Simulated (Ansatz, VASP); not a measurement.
# H in VASP and in Ansatz

Contents of INCAR:

```
PREC = Accurate
ENCUT = 500
EDIFF = 1E-6
ISMEAR = 0
SIGMA = 0.1
LREAL = False
LASPH = True
NELM = 120
ALGO = Normal
ISIF = 2
LWAVE = False
LCHARG = False
GGA = PS
NBANDS = 10
GGA_COMPAT = False
```

File KPOINTS:

```
Automatic mesh
0
Gamma
  6 6 4
```

Contents of POSCAR:

```
H
1.0
    1.6485318600     -2.7316882300      0.0000000000
    1.6485318600      2.7316882300      0.0000000000
    0.0000000000      0.0000000000      6.3137686200
H
4
Direct
    0.5678085000      0.4321915000      0.9995149500
    0.4321915000      0.5678085000      0.0004850500
    0.4321915000      0.5678085000      0.4995149500
    0.5678085000      0.4321915000      0.5004850500
```

Input for Ansatz:

```yaml
crystal:
  lattice:
    - [1.64853186, -2.73168823, 0.0]
    - [1.64853186, 2.73168823, 0.0]
    - [0.0, 0.0, 6.31376862]
  atoms:
    - { symbol: H, position: [0.5678085, 0.4321915, 0.99951495] }
    - { symbol: H, position: [0.4321915, 0.5678085, 0.00048505] }
    - { symbol: H, position: [0.4321915, 0.5678085, 0.49951495] }
    - { symbol: H, position: [0.5678085, 0.4321915, 0.50048505] }
basis:
  ecutwfc: 420
kpoints:
  mp_grid: { grid: [6, 6, 4] }
hamiltonian:
  xc: pbesol
scf:
  occupations: { method: gaussian, width: 0.1 }
output:
  forces: true
  stress: true
  eigenvalues: true
```

Alike in both runs: task single point; functional PBEsol; k mesh 6 × 6 × 4; occupations gaussian, width 0.1 eV; no spin polarisation.

|  | VASP | Ansatz |
| --- | --- | --- |
| version | VASP 6.6.1 | Ansatz 0.2.0 |
| potentials or method | VASP PAW PBE potentials, release 64 (H), cutoff 500 eV | scalar-relativistic, plane waves, PAW |
| valence electrons in the cell | 4 | 4 |

```csv
,VASP,Ansatz,Ansatz less VASP
gap on the k mesh at the Fermi level (eV),8.21,8.21,+0.004
least direct gap on the mesh (eV),8.21,8.21,+0.004
pressure (GPa),0.8,1.0,+0.20
"traceless stress, the component that is largest in VASP (GPa)",1.63,1.66,+0.024
rms of the force components (eV/Å),0.363,0.361,-0.0023
```

VASP's potentials were made for PBE, not for PBEsol. Atom by atom the forces differ by 0.002 eV/Å (rms over components).
